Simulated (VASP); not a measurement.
**LiGeN: single point with PBE**

The system is LiGeN.

```
CELL_PARAMETERS angstrom
3.07451 0.00000 0.00000
-1.53726 2.66260 0.00000
0.00000 0.00000 9.61487
ATOMIC_POSITIONS crystal
Li 0.66667 0.33333 0.74164
Li 0.33333 0.66667 0.24164
Ge 0.00000 0.00000 0.49860
Ge 0.00000 0.00000 0.99860
N 0.33333 0.66667 0.60440
N 0.66667 0.33333 0.10440
```

| Property | Result |
| --- | --- |
| Program | VASP 6.6.1 |
| Task | single point |
| Functional | PBE |
| Potentials or basis | VASP PAW PBE potentials, release 64 (Li_sv, Ge_d, N) |
| Cutoff | 520 eV |
| k mesh | 9 × 9 × 2 |
| Occupations | gaussian, width 0.01 eV |
| Spin | no spin polarisation |

| Quantity | Value |
| --- | --- |
| Largest force | 0.437 eV/Å |
| Band gap on the k mesh | 1.51 eV (least direct gap 2.32 eV) |

Forces on the atoms (eV/Å):
```
Li   0.000  0.000 -0.150
Li   0.000  0.000 -0.150
Ge   0.000  0.000  0.437
Ge   0.000  0.000  0.437
N    0.000  0.000 -0.288
N    0.000  0.000 -0.288
```

Levels at points of the mesh, in eV from the valence-band top:
```tsv
k point	band 19	band 20	band 21	band 22	band 23	band 24	band 25	band 26
(0.00, 0.00, 0.00)	-1.03	-1.03	-1.03	-0.24	2.13	3.12	6.88	7.15
(0.00, 0.00, 0.50)	-1.03	-1.03	-1.03	-1.03	2.77	2.77	7.01	7.01
```

Wall time 28 s on 1 thread of Intel(R) Xeon(R) 6975P-C (Granite Rapids) (shared host), peak memory 0.21 GiB.

 A k mesh can miss the band edges.
